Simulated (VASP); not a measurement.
# BaCuBiTe3 (Cmcm) in VASP: single point with PBEsol+U

Aim: the single point of BaCuBiTe3 with PBEsol+U.

Program: VASP 6.6.1. These are calculated values, not measurements. Logs are shortened: lines on timing, memory, paths and dates and some standing lists are left out, and cuts for length are marked.

**1. The cell of the first run**

Symmetry: Cmcm, No. 63, orthorhombic system. The conventional cell has a = 4.475 Å, b = 14.303 Å, c = 11.508 Å, α = 90.00°, β = 90.00°, γ = 90.00°. Ba (site symmetry m2m) has 9 Te at 3.44 to 4.54 Å and 3 Cu at 3.75 to 4.14 Å and 2 Ba at 4.48 Å and 2 Bi at 4.58 Å within 4.6 Å. Within 3.5 Å of Cu (site symmetry m2m) lie 4 Te at 2.69 to 2.71 Å. Bi (site symmetry 2/m) has 6 Te at 3.04 to 3.11 Å and 4 Cu at 3.69 Å within 4.0 Å. Within 3.5 Å of Te (site symmetry m) lie 1 Cu at 2.69 Å and 2 Bi at 3.11 Å and 2 Ba at 3.49 Å. Te (site symmetry m2m) has 2 Cu at 2.71 Å and 2 Bi at 3.04 Å and 2 Ba at 3.44 Å within 3.6 Å.

**2. Single point, PBEsol+U**

INCAR

```
SYSTEM = BaCuBiTe3
PREC = Accurate
ENCUT = 520
EDIFF = 1E-6
ISMEAR = 0
SIGMA = 0.05
LREAL = Auto
LASPH = .True.
NELM = 150
ALGO = Normal
ISIF = 2
LWAVE = .False.
LCHARG = .False.
LMAXMIX = 4
LDAU = .True.
LDAUTYPE = 2
LDAUL = -1 2 -1 -1
LDAUU = 0 4 0 0
LDAUJ = 0 0 0 0
LDAUPRINT = 1
GGA = PS
NBANDS = 186
LUSENCCL = .False.
```

KPOINTS

```
Automatic mesh
0
Gamma
  2 2 2
  0 0 0
```

POSCAR

```
BaCuBiTe3
1.0
   -6.7132458448     -7.1513715720      0.0000000000
   -6.7132458448      7.1513715720      0.0000000000
    0.0000000000      0.0000000000    -11.5076042839
Ba Cu Bi Te
6 6 6 18
Direct
    0.2488995453      0.7511004547      0.7500000000
    0.9155662119      0.4177671214      0.7500000000
    0.5822328786      0.0844337881      0.7500000000
    0.7511004547      0.2488995453      0.2500000000
    0.4177671214      0.9155662119      0.2500000000
    0.0844337881      0.5822328786      0.2500000000
    0.5382711657      0.4617288343      0.7500000000
    0.2049378324      0.1283955010      0.7500000000
    0.8716044990      0.7950621676      0.7500000000
    0.4617288343      0.5382711657      0.2500000000
    0.1283955010      0.2049378324      0.2500000000
    0.7950621676      0.8716044990      0.2500000000
    0.0000000000      0.0000000000      0.5000000000
    0.6666666667      0.6666666667      0.5000000000
    0.3333333333      0.3333333333      0.5000000000
    0.0000000000      0.0000000000      1.0000000000
    0.6666666667      0.6666666667      1.0000000000
    0.3333333333      0.3333333333      1.0000000000
    0.6439479979      0.3560520021      0.5569289068
    0.3106146646      0.0227186687      0.5569289068
    0.9772813313      0.6893853354      0.5569289068
    0.3560520021      0.6439479979      0.4430710932
    0.0227186687      0.3106146646      0.4430710932
    0.6893853354      0.9772813313      0.4430710932
    0.6439479979      0.3560520021      0.9430710932
    0.3106146646      0.0227186687      0.9430710932
    0.9772813313      0.6893853354      0.9430710932
    0.3560520021      0.6439479979      0.0569289068
    0.0227186687      0.3106146646      0.0569289068
    0.6893853354      0.9772813313      0.0569289068
    0.9316287401      0.0683712599      0.7500000000
    0.5982954067      0.7350379266      0.7500000000
    0.2649620734      0.4017045933      0.7500000000
    0.0683712599      0.9316287401      0.2500000000
    0.7350379266      0.5982954067      0.2500000000
    0.4017045933      0.2649620734      0.2500000000
```

Potentials or basis: VASP PAW PBE potentials, release 64 (Ba_sv, Cu, Bi_d, Te).

Launch:

```bash
$ cat potpaw_PBE.64/Ba_sv/POTCAR potpaw_PBE.64/Cu/POTCAR potpaw_PBE.64/Bi_d/POTCAR potpaw_PBE.64/Te/POTCAR > POTCAR
$ mpirun -np 1 vasp_std > vasp.out
```

OUTCAR:

```text
SYSTEM = BaCuBiTe3
   PREC = Accurate
   ENCUT = 520
   EDIFF = 1E-6
   ISMEAR = 0
   LREAL = Auto
   LASPH = .True.
   NELM = 150
   ISIF = 2
   GGA = PS

 ion  position               nearest neighbor table
   1  0.249  0.751  0.750-  32 3.44  33 3.44  26 3.49  27 3.49  20 3.49  21 3.49   8 3.75   9 3.75
                            22 3.85  28 3.85   2 4.48   3 4.48
   2  0.916  0.418  0.750-  33 3.44  31 3.44  19 3.49  25 3.49  21 3.49  27 3.49   7 3.75   9 3.75
                            23 3.85  29 3.85   3 4.48   1 4.48
   3  0.582  0.084  0.750-  32 3.44  31 3.44  19 3.49  25 3.49  20 3.49  26 3.49   7 3.75   8 3.75
                            24 3.85  30 3.85   2 4.48   1 4.48
   4  0.751  0.249  0.250-  35 3.44  36 3.44  29 3.49  30 3.49  23 3.49  24 3.49  11 3.75  12 3.75
                            19 3.85  25 3.85   5 4.48   6 4.48
   5  0.418  0.916  0.250-  36 3.44  34 3.44  22 3.49  28 3.49  24 3.49  30 3.49  10 3.75  12 3.75
                            20 3.85  26 3.85   6 4.48   4 4.48
   6  0.084  0.582  0.250-  35 3.44  34 3.44  22 3.49  28 3.49  23 3.49  29 3.49  10 3.75  11 3.75
                            21 3.85  27 3.85   5 4.48   4 4.48
   7  0.538  0.462  0.750-  19 2.69  25 2.69  32 2.71  33 2.71   2 3.75   3 3.75
   8  0.205  0.128  0.750-  20 2.69  26 2.69  33 2.71  31 2.71   3 3.75   1 3.75
   9  0.872  0.795  0.750-  21 2.69  27 2.69  32 2.71  31 2.71   2 3.75   1 3.75
  10  0.462  0.538  0.250-  22 2.69  28 2.69  35 2.71  36 2.71   5 3.75   6 3.75
  11  0.128  0.205  0.250-  23 2.69  29 2.69  36 2.71  34 2.71   6 3.75   4 3.75
[... 33 lines left out ...]
 A1 = (  -6.7132458448,  -7.1513715720,   0.0000000000)
 A2 = (  -6.7132458448,   7.1513715720,   0.0000000000)
 A3 = (   0.0000000000,   0.0000000000, -11.5076042839)

Analysis of symmetry for initial positions (statically):
=====================================================================
 Subroutine PRICEL returns following result:

  LATTYP: Found a base centered orthorhombic cell.
 ALAT       =     4.4754972301
 B/A-ratio  =     3.1957886256
 C/A-ratio  =     2.5712459850

  Lattice vectors:

 A1 = (  -2.2377486154,  -7.1513715706,   0.0000000000)
 A2 = (  -2.2377486147,   7.1513715713,   0.0000000000)
 A3 = (   0.0000000000,   0.0000000000, -11.5076042839)

   3 primitive cells build up your supercell.

 Routine SETGRP: Setting up the symmetry group for a
 base centered orthorhombic supercell.

 Subroutine GETGRP returns: Found  8 space group operations
[... 364 lines left out ...]
  o =  0.9382  v =  0.0000  0.0000  0.0000  0.0000  0.0000  1.0000  0.0000  0.0000  0.0000  0.0000      0.0000  0.0000  0.0000  0.0000  0.0000  0.0000  0.0000  0.0000  0.0000  0.0000
  o =  0.9382  v =  1.0000  0.0000  0.0000  0.0000  0.0000  0.0000  0.0000  0.0000  0.0000  0.0000      0.0000  0.0000  0.0000  0.0000  0.0000  0.0000  0.0000  0.0000  0.0000  0.0000
  o =  0.9427  v =  0.0000  0.0000  0.0000  0.0000  0.0000  0.0000  0.0000 -0.3932 -0.0000 -0.9194      0.0000  0.0000  0.0000  0.0000  0.0000  0.0000  0.0000  0.0000  0.0000  0.0000
  o =  0.9427  v =  0.0000 -0.0000 -0.3932 -0.0000 -0.9194  0.0000  0.0000  0.0000  0.0000  0.0000      0.0000  0.0000  0.0000  0.0000  0.0000  0.0000  0.0000  0.0000  0.0000  0.0000
  o =  0.9439  v = -0.0000  1.0000 -0.0000 -0.0000  0.0000 -0.0000 -0.0000 -0.0000 -0.0000 -0.0000      0.0000 -0.0000  0.0000  0.0000 -0.0000  0.0000  0.0000  0.0000  0.0000  0.0000
  o =  0.9439  v = -0.0000 -0.0000 -0.0000 -0.0000 -0.0000 -0.0000  1.0000 -0.0000 -0.0000  0.0000      0.0000  0.0000  0.0000  0.0000  0.0000  0.0000 -0.0000  0.0000  0.0000 -0.0000
  o =  0.9465  v =  0.0000  0.0000  0.0000  0.0000  0.0000  0.0000  0.0000 -0.0000  1.0000 -0.0000      0.0000  0.0000  0.0000  0.0000  0.0000  0.0000  0.0000  0.0000  0.0000  0.0000
  o =  0.9465  v =  0.0000  0.0000 -0.0000  1.0000 -0.0000  0.0000  0.0000  0.0000  0.0000  0.0000      0.0000  0.0000  0.0000  0.0000  0.0000  0.0000  0.0000  0.0000  0.0000  0.0000

 number of electron     323.9999956 magnetization

 Free energy of the ion-electron system (eV)
  ---------------------------------------------------
  ext. energy  EPLUGINS =         0.00000000
  ---------------------------------------------------
  free energy    TOTEN  =      -144.84084525 eV

  energy without entropy =     -144.84084525  energy(sigma->0) =     -144.84084525

 E-fermi :   5.2613     XC(G=0):  -9.6065

 val. band max:        4.9636078162   @ k =   0.0000   0.0000   0.0000
 cond. band min:       5.9101081443   @ k =   0.5000   0.5000   0.0000
 fundamental gap:      0.9465003282
 Fermi energy:         5.2613279534

 k-point     1 :       0.0000    0.0000    0.0000
  band No.  band energies     occupation
      1     -22.3449      2.00000
      2     -22.3442      2.00000
      3     -22.3325      2.00000
      4     -22.3325      2.00000
      5     -22.3322      2.00000
      6     -22.3322      2.00000
[... 1051 lines left out ...]
    173       7.4841      0.00000
    174       7.4841      0.00000
 [bands above 174 left out]

------------------------ aborting loop because EDIFF is reached ----------------------------------------

  FORCE on cell =-STRESS in cart. coord.  units (eV):
  Direction    XX          YY          ZZ          XY          YZ          ZX
  --------------------------------------------------------------------------------------
  -------------------------------------------------------------------------------------
  Total        1.2520769      1.1147961      1.1860571      0.0000000      0.0000000      0.0000000
  in kB        1.8155356      1.6164758      1.7198056      0.0000000      0.0000000      0.0000000
  external PRESSURE =       1.7172724 kB  Pullay stress =       0.0000000 kB

 VOLUME and BASIS-vectors are now :
 -----------------------------------------------------------------------------
  energy-cutoff  :      520.00
  volume of cell :     1104.94
      direct lattice vectors                 reciprocal lattice vectors
    -6.713245845 -7.151371572  0.000000000    -0.074479620 -0.069916658 -0.000000000
    -6.713245845  7.151371572  0.000000000    -0.074479620  0.069916658  0.000000000
     0.000000000  0.000000000-11.507604284    -0.000000000  0.000000000 -0.086899060

 POSITION                                       TOTAL-FORCE (eV/Angst)
 -----------------------------------------------------------------------------------
     -6.71325      3.59143     -8.63070         0.000000     -0.044827     -0.000000
     -8.95099     -3.55995     -8.63070         0.000000     -0.044827     -0.000000
     -4.47550     -3.55995     -8.63070         0.000000     -0.044827     -0.000000
     -6.71325     -3.59143     -2.87690         0.000000      0.044827     -0.000000
     -8.95099      3.55995     -2.87690         0.000000      0.044827     -0.000000
     -4.47550      3.55995     -2.87690         0.000000      0.044827     -0.000000
[... 28 lines left out ...]
     -8.95099     -0.97790     -2.87690         0.000000      0.047841     -0.000000
     -4.47550     -0.97790     -2.87690         0.000000      0.047841     -0.000000
 -----------------------------------------------------------------------------------
    total drift:                               -0.000000     -0.000000     -0.000000

  FREE ENERGIE OF THE ION-ELECTRON SYSTEM (eV)
  ---------------------------------------------------
  free  energy   TOTEN  =      -144.8408452528 eV

  energy  without entropy=     -144.8408452528  energy(sigma->0) =     -144.84084525
```

OSZICAR:

```text
N       E                     dE             d eps       ncg     rms          rms(c)
DAV:   1     0.345456617377E+04    0.34546E+04   -0.13271E+05  2232   0.172E+03
DAV:   2     0.501494893764E+03   -0.29531E+04   -0.28555E+04  2312   0.446E+02
DAV:   3    -0.901133854875E+02   -0.59161E+03   -0.56683E+03  2626   0.222E+02
DAV:   4    -0.146063484648E+03   -0.55950E+02   -0.55227E+02  3088   0.678E+01
DAV:   5    -0.149571516526E+03   -0.35080E+01   -0.34890E+01  3896   0.183E+01    0.196E+01
DAV:   6    -0.145248263366E+03    0.43233E+01   -0.29377E+01  3240   0.547E+01    0.127E+01
DAV:   7    -0.144791223627E+03    0.45704E+00   -0.13385E+01  3296   0.307E+01    0.841E+00
DAV:   8    -0.144944213456E+03   -0.15299E+00   -0.20137E+00  3120   0.362E+00    0.409E+00
DAV:   9    -0.144848714843E+03    0.95499E-01   -0.14143E+00  2920   0.130E+01    0.120E+00
DAV:  10    -0.144847554136E+03    0.11607E-02   -0.26236E-01  3272   0.327E+00    0.122E+00
DAV:  11    -0.144839862725E+03    0.76914E-02   -0.33747E-02  3184   0.194E+00    0.318E-01
DAV:  12    -0.144840866623E+03   -0.10039E-02   -0.20754E-02  3408   0.602E-01    0.244E-01
DAV:  13    -0.144841108256E+03   -0.24163E-03   -0.10725E-03  3296   0.239E-01    0.242E-01
DAV:  14    -0.144840816890E+03    0.29137E-03   -0.11606E-03  3168   0.392E-01    0.598E-02
DAV:  15    -0.144840871319E+03   -0.54429E-04   -0.79979E-04  3248   0.150E-01    0.685E-02
DAV:  16    -0.144840850111E+03    0.21208E-04   -0.11050E-04  3160   0.698E-02    0.507E-02
DAV:  17    -0.144840844780E+03    0.53316E-05   -0.48758E-05  2992   0.413E-02    0.873E-03
DAV:  18    -0.144840845253E+03   -0.47311E-06   -0.91854E-06  2504   0.124E-02
   1 F= -.14484085E+03 E0= -.14484085E+03  d E =-.233618E-17
```

stdout:

```text
Offloading initialized ...    1 GPUs detected
 POSCAR found type information on POSCAR BaCuBiTe
 POSCAR found :  4 types and      36 ions
 scaLAPACK will be used selectively (only on CPU)
 -----------------------------------------------------------------------------
|                                                                             |
|                                                                             |
|     You enforced a specific xc type in the INCAR file but a different       |
|     I HOPE YOU KNOW WHAT YOU ARE DOING!                                     |
|                                                                             |
 -----------------------------------------------------------------------------

 LDA part: xc-table for (Slater+PW92), standard interpolation
 POSCAR, INCAR and KPOINTS ok, starting setup
 FFT: planning ... GRIDC
 FFT: planning ... GRID_SOFT
 FFT: planning ... GRID
 WAVECAR not read
 entering main loop
```

Wall time 3.9 min (1 × NVIDIA H100 80GB with 1 thread of AMD EPYC 7R13 (Zen 3), shared host); peak memory 2.3 GiB.

What came out:

| Quantity | Value |
| --- | --- |
| Free energy | -144.8408 eV |
| Pressure | 0.2 GPa |
| Largest force | 0.050 eV/Å |
| Band gap on the k mesh | 0.95 eV |

Forces on the atoms (eV/Å):
```
Ba   0.000 -0.045  0.000
Ba   0.000 -0.045  0.000
Ba   0.000 -0.045  0.000
Ba   0.000  0.045  0.000
Ba   0.000  0.045  0.000
Ba   0.000  0.045  0.000
Cu   0.000  0.019  0.000
Cu   0.000  0.019  0.000
Cu   0.000  0.019  0.000
Cu   0.000 -0.019  0.000
Cu   0.000 -0.019  0.000
Cu   0.000 -0.019  0.000
Bi   0.000  0.000  0.000
Bi   0.000  0.000  0.000
Bi   0.000  0.000  0.000
Bi   0.000  0.000  0.000
Bi   0.000  0.000  0.000
Bi   0.000  0.000  0.000
Te   0.000  0.021 -0.045
Te   0.000  0.021 -0.045
Te   0.000  0.021 -0.045
Te   0.000 -0.021  0.045
Te   0.000 -0.021  0.045
Te   0.000 -0.021  0.045
Te   0.000  0.021  0.045
Te   0.000  0.021  0.045
Te   0.000  0.021  0.045
Te   0.000 -0.021 -0.045
Te   0.000 -0.021 -0.045
Te   0.000 -0.021 -0.045
Te   0.000 -0.048  0.000
Te   0.000 -0.048  0.000
Te   0.000 -0.048  0.000
Te   0.000  0.048  0.000
Te   0.000  0.048  0.000
Te   0.000  0.048  0.000
```

Eigenvalues of the final occupation matrices:
| site | spin | trace | eigenvalues |
| --- | --- | --- | --- |
| site 7 d | 1 | 4.71 | 0.94 0.94 0.94 0.94 0.95 |
| site 7 d | 2 | 4.71 | 0.94 0.94 0.94 0.94 0.95 |
| site 8 d | 1 | 4.71 | 0.94 0.94 0.94 0.94 0.95 |
| site 8 d | 2 | 4.71 | 0.94 0.94 0.94 0.94 0.95 |
| site 9 d | 1 | 4.71 | 0.94 0.94 0.94 0.94 0.95 |
| site 9 d | 2 | 4.71 | 0.94 0.94 0.94 0.94 0.95 |
| site 10 d | 1 | 4.71 | 0.94 0.94 0.94 0.94 0.95 |
| site 10 d | 2 | 4.71 | 0.94 0.94 0.94 0.94 0.95 |
| site 11 d | 1 | 4.71 | 0.94 0.94 0.94 0.94 0.95 |
| site 11 d | 2 | 4.71 | 0.94 0.94 0.94 0.94 0.95 |
| site 12 d | 1 | 4.71 | 0.94 0.94 0.94 0.94 0.95 |
| site 12 d | 2 | 4.71 | 0.94 0.94 0.94 0.94 0.95 |

Caveat: the PAW data sets were made with another functional, which shifts forces and pressure a little; spin-orbit coupling is left out, which moves the levels of the heavy elements; the U is typed as a test and isn't derived for this compound.
